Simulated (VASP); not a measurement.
A run of VASP 6.6.1 is set up as follows.

File INCAR:

```
PREC     = Accurate       # precision mode
ENCUT    = 500            # plane-wave cutoff, eV
EDIFF    = 1E-6           # SCF threshold, eV
ISMEAR   = 0              # smearing method
SIGMA    = 0.01           # smearing width, eV
LREAL    = False          # projectors in reciprocal space
LASPH    = True           # aspherical terms in the spheres
NELM     = 120            # most SCF steps
ALGO     = Normal         # electronic algorithm
ISIF     = 2              # what is computed and relaxed
LWAVE    = False          # write WAVECAR
LCHARG   = False          # write CHGCAR
GGA      = PE             # functional
IVDW     = 13             # dispersion correction
NBANDS   = 16             # bands
GGA_COMPAT= False
```

The input KPOINTS:

```
regular mesh
0
Gamma
  6 6 6
```

Contents of POSCAR:

```
InP
1.0
    0.0000000000      2.9537876370      2.9537876370
    2.9537876370      0.0000000000      2.9537876370
    2.9537876370      2.9537876370      0.0000000000
In P
1 1
Direct
    0.0000000000      0.0000000000      0.0000000000
    0.2500000000      0.2500000000      0.2500000000
```

Potentials or basis: VASP PAW PBE potentials, release 64 (In_d, P).

Command:

```sh
$ cat potpaw_PBE.64/In_d/POTCAR potpaw_PBE.64/P/POTCAR > POTCAR
$ mpirun -np 1 vasp_std > vasp.out
```

Task: Predict the pressure.

Result: -0.6 GPa.

Task: Predict the band gap on the k mesh.

Result: 0.58 eV, direct.

Caveat: spin-orbit coupling is left out, which moves the levels of the heavy elements. PBE gaps usually lie below the measured ones, often by a third to a half.
